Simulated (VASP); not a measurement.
**TiSi16 (a cell with a defect): single point with PBE+D3(BJ)**

System: TiSi16 (a cell with a defect).

```xyz
17
Lattice="0.0000 5.4300 5.4300 5.4300 0.0000 5.4300 5.4300 5.4300 0.0000" Properties=species:S:1:pos:R:3 pbc="T T T"
Si    0.0080   -0.0114   -0.0048
Si    1.3973    1.4150    1.3498
Si    2.8106    2.8195    0.0245
Si    4.1422    4.1240    1.3370
Si    2.7636    0.0279    2.6607
Si    4.0868    1.3931    4.0317
Si    5.4444    2.7912    2.6318
Si    6.8340    4.1483    4.0516
Si    0.0021    2.7700    2.6468
Si    1.3840    4.0639    4.0123
Si    2.7850    5.4133    2.6223
Si    4.1336    6.8331    4.0380
Si    2.7569    2.7585    5.3923
Si    4.0857    4.1071    6.7376
Si    5.4376    5.4456    5.4053
Si    6.8199    6.8091    6.7032
Ti    6.8428    6.8303    9.4695
```

```
Program             : VASP 6.6.1
Task                : single point
Functional          : PBE
Dispersion          : D3(BJ)
Potentials or basis : VASP PAW PBE potentials, release 64 (Si, Ti_sv)
Cutoff              : 520 eV
k mesh              : 2 × 2 × 2
Occupations         : gaussian, width 0.02 eV
Spin                : no spin polarisation
```

* Pressure: 0.9 GPa
* Largest force: 0.029 eV/Å
* Band gap on the k mesh: zero (bands 38 and 39 overlap by 0.40 eV)
* Dispersion energy per atom: -0.343 eV

Forces on the atoms (eV/Å):
```
Si   0.002  0.012  0.009
Si   0.022 -0.017  0.007
Si  -0.011 -0.003  0.006
Si   0.003 -0.001 -0.018
Si  -0.004  0.020  0.006
Si  -0.009  0.001 -0.017
Si  -0.015  0.004  0.010
Si   0.006 -0.010 -0.012
Si   0.004 -0.008  0.007
Si   0.019  0.003  0.004
Si  -0.001  0.000  0.001
Si  -0.007 -0.004 -0.008
Si  -0.004 -0.007 -0.009
Si  -0.005  0.004  0.011
Si  -0.001  0.007 -0.007
Si   0.013  0.002  0.011
Ti  -0.013 -0.004 -0.001
```

Stress tensor (GPa, compression positive):
```
 1.02 -0.02  0.00
-0.02  0.88  0.13
 0.00  0.13  0.91
```

Levels at points of the mesh, in eV from the Fermi level:
| k point | band 35 | band 36 | band 37 | band 38 | band 39 | band 40 | band 41 | band 42 |
| --- | --- | --- | --- | --- | --- | --- | --- | --- |
| (0.00, 0.00, 0.00) | -0.98 | -0.97 | -0.42 | -0.41 | -0.35 | -0.11 | -0.07 | 0.26 |
| (0.50, 0.00, 0.00) | -1.36 | -1.35 | -0.27 | 0.03 | 0.07 | 0.45 | 0.46 | 0.81 |
| (0.00, 0.50, 0.00) | -1.36 | -1.35 | -0.28 | 0.00 | 0.07 | 0.45 | 0.47 | 0.84 |
| (0.00, 0.00, 0.50) | -1.36 | -1.35 | -0.27 | 0.00 | 0.07 | 0.45 | 0.47 | 0.84 |
| (0.50, 0.50, 0.50) | -1.36 | -1.35 | -0.25 | 0.05 | 0.06 | 0.44 | 0.45 | 0.78 |
| (0.50, 0.50, 0.00) | -1.99 | -1.86 | -0.69 | -0.03 | 0.57 | 0.60 | 1.12 | 1.35 |
| (0.00, 0.50, 0.50) | -1.98 | -1.88 | -0.70 | -0.03 | 0.57 | 0.61 | 1.11 | 1.34 |
| (0.50, 0.00, 0.50) | -2.00 | -1.86 | -0.69 | -0.03 | 0.57 | 0.59 | 1.12 | 1.35 |

Wall time 5.1 min on 1 thread of Intel(R) Xeon(R) Platinum 8259CL CPU @ 2.50GHz (Skylake/Cascade Lake), on a shared host, peak memory 0.49 GiB.

Caveat: the k points lie up to 0.50 Å⁻¹ apart.
